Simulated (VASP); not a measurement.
A run of VASP 6.6.1 is set up as follows.

Contents of INCAR:

```
ALGO = Normal ; EDIFF = 1E-6
ENCUT = 500 ; GGA = PE
GGA_COMPAT = False ; ISIF = 2
ISMEAR = 0 ; LASPH = True
LCHARG = False ; LREAL = False
LWAVE = False ; NBANDS = 11
NELM = 120 ; PREC = Accurate
SIGMA = 0.05
```

The input KPOINTS:

```
k-points
0
Gamma
  8 8 8
```

The input POSCAR:

```
Pd
1.0
    0.0000000000      1.9742795205      1.9742795205
    1.9742795205      0.0000000000      1.9742795205
    1.9742795205      1.9742795205      0.0000000000
Pd
1
Direct
    0.0000000000      0.0000000000      0.0000000000
```

Potentials or basis: VASP PAW PBE potentials, release 64 (Pd).

The run is started by

```bash
$ cat potpaw_PBE.64/Pd/POTCAR > POTCAR
$ mpirun -np 1 vasp_std > vasp.out
```

(1) Estimate the pressure.

(2) Estimate the band gap on the k mesh.

Answers

(1) -0.3 GPa.

(2) zero (bands 5 and 6 overlap by 1.49 eV).
